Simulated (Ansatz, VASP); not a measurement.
LiH: VASP beside Ansatz

```
Li H
1.0
     0.00000    1.97593    1.97593
     1.97593    0.00000    1.97593
     1.97593    1.97593    0.00000
Li H
1 1
Direct
  0.00000 0.00000 0.00000
  0.50000 0.50000 0.50000
```

Alike in both runs: task single point; functional HSE06; k mesh 4 × 4 × 4; occupations fermi-dirac, width 0.05 eV; no spin polarisation.

|  | VASP | Ansatz |
| --- | --- | --- |
| version | VASP 6.6.1 | Ansatz 0.2.0 development build |
| potentials or method | VASP PAW PBE potentials, release 64 (Li_sv, H) | plane waves, PAW datasets (generated soft set 1) |
| plane-wave cutoff (eV) | 520 | 420 |
| valence electrons in the cell | 4 | 4 |

|  | VASP | Ansatz | Ansatz less VASP |
| --- | --- | --- | --- |
| gap on the k mesh at the Fermi level (eV) | 3.98 | 3.97 | -0.008 |

The functional is the same, so the differences come from potentials, cutoffs and numerics. Ansatz's warnings: stress exchange threshold loose, stress scf threshold loose.

The k mesh is coarse, so the values compare programs but aren't converged. Noted on VASP's run: the cutoff is short for stress, so the pressure is rough.
